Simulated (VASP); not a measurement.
# Al32As (a cell with a defect) in VASP: a series of runs, part 2 of 2

VASP 6.6.1.

**3. Single point, PBE**

INCAR reads:

```
ALGO = Normal
EDIFF = 1E-7
ENCUT = 520
GGA = PE
ISIF = 2
ISMEAR = -1
LASPH = True
LCHARG = False
LREAL = Auto
LWAVE = False
NBANDS = 72
NELM = 100
PREC = Accurate
SIGMA = 0.05
```

KPOINTS reads:

```
k-points
0
Gamma
  2 2 2
```

POSCAR reads:

```
Al32As
1.0
    8.1000000000      0.0000000000      0.0000000000
    0.0000000000      8.1000000000      0.0000000000
    0.0000000000      0.0000000000      8.1000000000
Al As
32 1
Direct
    0.5084320988     -0.0136543210     -0.0001604938
    0.7316296296      0.2411975309      0.0005432099
    0.7623086420      0.0002345679      0.2446790123
   -0.0156296296      0.0039012346     -0.0098271605
    0.2589382716      0.2398765432      0.0082839506
    0.4928765432      0.4844074074     -0.0501604938
    0.7685308642      0.7439135802      0.0151111111
    0.2336666667     -0.0031111111      0.2650246914
    0.5072592593      0.1988271605      0.2781234568
    0.8052098765      0.5184444444      0.2575802469
    0.4930000000     -0.0127901235      0.5162716049
    0.7336419753      0.2323333333      0.5151728395
    0.7524444444     -0.0242962963      0.7566666667
    0.0141481481      0.4940740741     -0.0048271605
    0.2594691358      0.7487777778     -0.0211975309
   -0.0112345679      0.2411234568      0.2542839506
    0.2038888889      0.5091851852      0.2362345679
    0.5027283951      0.8175185185      0.2623333333
   -0.0119753086      0.0103209877      0.4962469136
    0.2373456790      0.2339753086      0.5048641975
    0.4777530864      0.4932098765      0.5492839506
    0.7558518519      0.7260617284      0.5255555556
    0.2368518519      0.0108518519      0.7692592593
    0.5056913580      0.2342345679      0.7676666667
    0.7624320988      0.4821728395      0.7436419753
   -0.0109135802      0.7758271605      0.2583950617
    0.0322716049      0.5091358025      0.5028395062
    0.2390987654      0.7725679012      0.5140370370
    0.0054320988      0.2443580247      0.7475555556
    0.2263827160      0.4835679012      0.7500000000
    0.5042962963      0.7539382716      0.7558888889
   -0.0050864198      0.7372222222      0.7454320988
    0.4962716049      0.4970740741      0.2458024691
```

Potentials or basis: VASP PAW PBE potentials, release 64 (Al, As).

Run with:

```sh
> cat potpaw_PBE.64/Al/POTCAR potpaw_PBE.64/As/POTCAR > POTCAR
> mpirun -np 1 vasp_std > vasp.out
```

OUTCAR:

```text
EDIFF = 1E-7
   ENCUT = 520
   GGA = PE
   ISIF = 2
   ISMEAR = -1
   LASPH = True
   LREAL = Auto
   NELM = 100
   PREC = Accurate

 ion  position               nearest neighbor table
   1  0.508  0.986  1.000-  18 2.53  31 2.73   2 2.74  24 2.75  13 2.79  15 2.79   9 2.84   3 2.86
                             5 2.88   7 2.88  23 2.89   8 3.09
   2  0.732  0.241  0.001-  24 2.63   1 2.74   3 2.79   6 2.79   4 2.81  25 2.86   9 2.91  13 2.92
                            16 2.93  29 3.02  14 3.07  10 3.12
   3  0.762  0.000  0.245-  18 2.58  26 2.59   9 2.63  16 2.68   4 2.74  19 2.74   7 2.79   2 2.79
                             1 2.86  12 2.90  11 3.10  22 3.18
   4  0.984  0.004  0.990-  13 2.68  23 2.72   3 2.74   7 2.74  29 2.77   2 2.81  26 2.85  16 2.88
                            32 2.93   5 2.94   8 3.01  15 3.04
   5  0.259  0.240  0.008-  23 2.69   6 2.78  24 2.79  14 2.86   8 2.87   1 2.88  30 2.89  17 2.89
                             4 2.94  29 2.95  16 2.96   9 2.99
   6  0.493  0.484  0.950-  33 2.40  24 2.51  31 2.69  30 2.70  25 2.75   5 2.78   2 2.79  15 2.87
                             7 3.11  21 3.25  17 3.30
   7  0.769  0.744  0.015-  26 2.67  10 2.70   4 2.74   3 2.79  13 2.82  14 2.84  32 2.85   1 2.88
                            31 3.00  18 3.00  25 3.05   6 3.11
   8  0.234  0.997  0.265-  18 2.62  26 2.67  28 2.72  20 2.73  19 2.73   9 2.76  16 2.80   5 2.87
                            11 2.93   4 3.01  15 3.08   1 3.09
   9  0.507  0.199  0.278-  33 2.43  11 2.58   3 2.63  12 2.67   8 2.76   1 2.84  20 2.87   2 2.91
[... 32 lines left out ...]
                            24 2.90  27 2.94  31 3.04   7 3.05
  26  0.989  0.776  0.258-  10 2.56   3 2.59   8 2.67   7 2.67  19 2.71  17 2.78   4 2.85  28 2.90
                            22 2.90  27 2.95  14 3.13  15 3.16
  27  0.032  0.509  0.503-  30 2.55  17 2.57  10 2.71  32 2.71  28 2.71  20 2.78  22 2.85  29 2.93
                            25 2.94  26 2.95  16 2.98  12 3.30
  28  0.239  0.773  0.514-  11 2.69  27 2.71   8 2.72  32 2.74  19 2.80  23 2.83  26 2.90  31 2.91
                            18 2.97  21 2.99  30 3.02  17 3.11
  29  0.005  0.244  0.748-  30 2.64  23 2.67  20 2.72  25 2.75   4 2.77  19 2.79  14 2.85  12 2.90
                            27 2.93   5 2.95  13 2.99   2 3.02
  30  0.226  0.484  0.750-  27 2.55  21 2.61  14 2.63  29 2.64   6 2.70  32 2.78  20 2.84  15 2.85
                             5 2.89  28 3.02  24 3.04  31 3.14
  31  0.504  0.754  0.756-  15 2.68   6 2.69  13 2.70  21 2.70  11 2.71   1 2.73  22 2.77  28 2.91
                             7 3.00  23 3.01  25 3.04  30 3.14
  32  0.995  0.737  0.745-  22 2.63  27 2.71  28 2.74  13 2.76  30 2.78  25 2.80  14 2.83   7 2.85
                            15 2.86   4 2.93  23 2.96  19 3.00
  33  0.496  0.497  0.246-  17 2.37   6 2.40   9 2.43  21 2.46  10 2.51  18 2.60

  LATTYP: Found a simple cubic cell.
 ALAT       =     8.1000000000

  Lattice vectors:

 A1 = (   8.1000000000,   0.0000000000,   0.0000000000)
 A2 = (   0.0000000000,   8.1000000000,   0.0000000000)
 A3 = (   0.0000000000,   0.0000000000,   8.1000000000)

Analysis of symmetry for initial positions (statically):
=====================================================================
 Subroutine PRICEL returns:
 Original cell was already a primitive cell.

 Routine SETGRP: Setting up the symmetry group for a
 simple cubic supercell.

 Subroutine GETGRP returns: Found  1 space group operations
 (whereof  1 operations were pure point group operations)
 out of a pool of 48 trial point group operations.

The static configuration has the point symmetry C_1 .

Analysis of symmetry for dynamics (positions and initial velocities):
=====================================================================
 Subroutine PRICEL returns:
 Original cell was already a primitive cell.

 Routine SETGRP: Setting up the symmetry group for a
 simple cubic supercell.

 Subroutine GETGRP returns: Found  1 space group operations
[... 136 lines left out ...]
   NGX,Y,Z   is equivalent  to a cutoff of  12.31, 12.31, 12.31 a.u.
   NGXF,Y,Z  is equivalent  to a cutoff of  24.63, 24.63, 24.63 a.u.
 SYSTEM =  unknown system
   PREC   = accura    normal or accurate (medium, high low for compatibility)
   ISTART =      0    job   : 0-new  1-cont  2-samecut
   ICHARG =      2    charge: 1-file 2-atom 10-const
   ISPIN  =      1    spin polarized calculation?
   LNONCOLLINEAR =      F non collinear calculations
   LSORBIT =      F    spin-orbit coupling
   LASPH  =      T    aspherical Exc in radial PAW
   ENCUT  =  520.0 eV  38.22 Ry    6.18 a.u.  15.06 15.06 15.06*2*pi/ulx,y,z
   NELM   =    100;   NELMIN=  2; NELMDL= -5     # of ELM steps
   EDIFF  = 0.1E-06   stopping-criterion for ELM
   LREAL  =      T    real-space projection
   EDIFFG = 0.1E-05   stopping-criterion for IOM
   NSW    =      0    number of steps for IOM
   IBRION =     -1    ionic relax: 0-MD 1-quasi-New 2-CG
   NFREE  =      0    steps in history (QN), initial steepest desc. (CG)
   ISIF   =      2    stress and relaxation
   ISYM   =      2    0-nonsym 1-usesym 2-fastsym
   POTIM  = 0.5000    time-step for ionic-motion
   TEBEG  =    0.0;   TEEND  =   0.0 temperature during run
   PSTRESS=    0.0 pullay stress
   NELECT =     101.0000    total number of electrons
   NUPDOWN=      -1.0000    fix difference up-down
   EMIN   =  10.00;   EMAX   =-10.00  energy-range for DOS
   EFERMI =   0.00;   METHOD = LEGACY
   ISMEAR =    -1;   SIGMA  =   0.05  broadening in eV -4-tet -1-fermi 0-gaus
   EFERMI_NEDOS =   21; number of points for ismear=-14 and -15
   IALGO  =     38    algorithm
   IMIX   =      4    mixing-type and parameters
     AMIX     =   0.40;   BMIX     =  1.00
     AMIX_MAG =   1.60;   BMIX_MAG =  1.00
  volume/ion in A,a.u.               =      16.10       108.68
  Fermi-wavevector in a.u.,A,eV,Ry     =   0.941233  1.778672 12.053656  0.885919
  Thomas-Fermi vector in A             =   2.068723
   LORBIT       =      0    0 simple, 1 ext, 2 COOP (PROOUT), +10 PAW based schemes
   GGA     = PE    functional components
   LHFCALC =     F    Hartree Fock is set to
   AEXX    =    0.0000 exact exchange contribution
   IVDW    =     0    specifies the selected vdW correction
   LEPSILON=     F    determine dielectric tensor
   LRPA    =     F    only Hartree local field effects (RPA)
 non-spin polarized calculation
  energy-cutoff  :      520.00
  volume of cell :      531.44
 maximum number of plane-waves:     14400
   NGX = 31   NGY = 31   NGZ = 31

 number of electron     100.9999998 magnetization

 Free energy of the ion-electron system (eV)
  ---------------------------------------------------
  ext. energy  EPLUGINS =         0.00000000
  ---------------------------------------------------
  free energy    TOTEN  =      -121.51682512 eV

  energy without entropy =     -121.43261005  energy(sigma->0) =     -121.47471759

 E-fermi :   8.1989     XC(G=0): -10.2972

 val. band max:        8.1929869435   @ k =   0.5000   0.0000   0.0000
 cond. band min:       8.2129657190   @ k =   0.0000   0.5000   0.0000
 fundamental gap:      0.0199787755
 Fermi energy:         8.1989396041

 k-point     1 :       0.0000    0.0000    0.0000
  band No.  band energies     occupation
      1      -4.8623      2.00000
      2      -2.7313      2.00000
      3      -1.1760      2.00000
      4      -1.0651      2.00000
      5      -0.8807      2.00000
      6      -0.7762      2.00000
[... 509 lines left out ...]
     61      10.9041      0.00000
     62      10.9167      0.00000
 [bands above 62 left out]

------------------------ aborting loop because EDIFF is reached ----------------------------------------

  FORCE on cell =-STRESS in cart. coord.  units (eV):
  Direction    XX          YY          ZZ          XY          YZ          ZX
  --------------------------------------------------------------------------------------
  -------------------------------------------------------------------------------------
  Total       18.6758891     18.2825790     21.3937903      1.7477914      0.3753360      0.6754289
  in kB       56.3036840     55.1179408     64.4975564      5.2692054      1.1315552      2.0362691
  external PRESSURE =      58.6397271 kB  Pullay stress =       0.0000000 kB

 VOLUME and BASIS-vectors are now :
 -----------------------------------------------------------------------------
  energy-cutoff  :      520.00
  volume of cell :      531.44
      direct lattice vectors                 reciprocal lattice vectors
     8.100000000  0.000000000  0.000000000     0.123456790  0.000000000  0.000000000
     0.000000000  8.100000000  0.000000000     0.000000000  0.123456790  0.000000000
     0.000000000  0.000000000  8.100000000     0.000000000  0.000000000  0.123456790

 POSITION                                       TOTAL-FORCE (eV/Angst)
 -----------------------------------------------------------------------------------
      4.11830      7.98940      8.09870        -0.350330      0.362727     -0.322812
      5.92620      1.95370      0.00440         0.922247      0.200546      0.258471
      6.17470      0.00190      1.98190        -0.072538      0.239803      0.258421
      7.97340      0.03160      8.02040         0.645748     -0.039028      0.410578
      2.09740      1.94300      0.06710        -0.352202     -0.111158      0.364749
      3.99230      3.92370      7.69370         0.184024      0.845143     -0.513344
[... 25 lines left out ...]
      8.05880      5.97150      6.03800         0.348090      0.391193      0.560985
      4.01980      4.02630      1.99100         0.853989      0.809607      0.285838
 -----------------------------------------------------------------------------------
    total drift:                               -0.024865     -0.012129      0.003367

  FREE ENERGIE OF THE ION-ELECTRON SYSTEM (eV)
  ---------------------------------------------------
  free  energy   TOTEN  =      -121.5168251206 eV

  energy  without entropy=     -121.4326100517  energy(sigma->0) =     -121.47471759
```

Run time: 6.8 min. Hardware: 1 thread of Intel Xeon Platinum 8259CL at 2.50GHz (Skylake/Cascade Lake), shared host; peak memory 0.57 GiB.

Results:

```
Free energy            : -121.5168 eV
Pressure               : 5.9 GPa
Largest force          : 1.417 eV/Å
Band gap on the k mesh : zero (an odd number of electrons rules out a gap without spin polarisation)
```

Forces on the atoms (eV/Å):
```
Al  -0.350  0.363 -0.323
Al   0.922  0.201  0.258
Al  -0.073  0.240  0.258
Al   0.646 -0.039  0.411
Al  -0.352 -0.111  0.365
Al   0.184  0.845 -0.513
Al  -0.568 -0.168 -0.680
Al   0.022  0.342 -0.873
Al  -0.506 -0.420 -0.601
Al  -0.024 -0.851  0.146
Al   0.137  0.417  1.216
Al   0.605  0.345  0.031
Al  -0.143  0.608 -0.239
Al  -0.932 -0.190 -0.475
Al  -0.528  0.089  0.628
Al   0.166  0.445 -0.219
Al  -0.536  0.108  0.401
Al  -0.089 -1.400 -0.200
Al  -0.121 -0.456  0.601
Al   0.449  0.268 -0.014
Al   0.312  0.008  0.387
Al  -0.381  0.557 -0.804
Al   0.459 -0.526 -0.556
Al  -0.438 -0.750 -0.920
Al  -0.037  0.004  0.396
Al   0.882 -0.299 -0.001
Al  -1.004 -0.454 -0.197
Al   0.233 -0.424  0.129
Al  -0.803  0.022  0.236
Al   0.724  0.248  0.349
Al  -0.055 -0.220 -0.045
Al   0.348  0.391  0.561
As   0.854  0.810  0.286
```

Caveat: the k points lie up to 0.39 Å⁻¹ apart, too coarse for converged energies and pressures of a metal.

The gap in the log of VASP goes by the Fermi energy; the results here count the filled bands.